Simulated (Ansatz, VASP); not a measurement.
## Two plane-wave programs on Al

The input INCAR:

```
  ALGO = Fast
  EDIFF = 1E-6
  ENCUT = 520
  GGA = PE
  ISIF = 2
  ISMEAR = 0
  LASPH = True
  LCHARG = False
  LREAL = False
  LWAVE = False
  NBANDS = 14
  NELM = 60
  PREC = Accurate
  SIGMA = 0.1
```

File KPOINTS:

```
k-points
0
Gamma
  6 6 6
```

File POSCAR:

```
Al
1.0
   -1.4019389000      2.7791388000      4.4660136000
    1.4019389000     -2.7791388000      4.4660136000
    1.4019389000      2.7791388000     -4.4660136000
Al
4
Direct
    0.7426580000      0.0000000000      0.7426580000
    0.2573420000      0.0000000000      0.2573420000
    0.2248460000      0.7248460000      0.5000000000
    0.7751540000      0.2751540000      0.5000000000
```

Input for Ansatz:

```yaml
crystal:
  lattice:
    - [-1.4019389, 2.7791388, 4.4660136]
    - [1.4019389, -2.7791388, 4.4660136]
    - [1.4019389, 2.7791388, -4.4660136]
  atoms:
    - { symbol: Al, position: [0.742658, 0.0, 0.742658] }
    - { symbol: Al, position: [0.257342, 0.0, 0.257342] }
    - { symbol: Al, position: [0.224846, 0.724846, 0.5] }
    - { symbol: Al, position: [0.775154, 0.275154, 0.5] }
basis:
  ecutwfc: 420
kpoints:
  mp_grid: { grid: [6, 6, 6] }
hamiltonian:
  xc: pbe
scf:
  occupations: { method: gaussian, width: 0.1 }
  lower_state_search: "off"
output:
  forces: true
  stress: true
  eigenvalues: true
```

Alike in both runs: task single point; functional PBE; k mesh 6 × 6 × 6; occupations gaussian, width 0.1 eV; no spin polarisation.

```csv
,VASP,Ansatz
version,VASP 6.6.1,Ansatz 0.2.0
potentials or method,"VASP PAW PBE potentials, release 64 (Al), cutoff 520 eV","scalar-relativistic, plane waves, PAW"
valence electrons in the cell,12,12
```

```csv
,VASP,Ansatz,Ansatz less VASP
gap on the k mesh at the Fermi level (eV),none,none,-
pressure (GPa),0.1,0.1,+0.03
"traceless stress, the component that is largest in VASP (GPa)",2.90,2.90,+0.006
rms of the force components (eV/Å),0.018,0.017,-0.0003
```

Atom by atom the forces differ by 0.001 eV/Å (rms over components). A gap of «none» marks a metal or a gap that the smearing closes.

The k mesh is coarse, so the values compare programs but aren't converged.
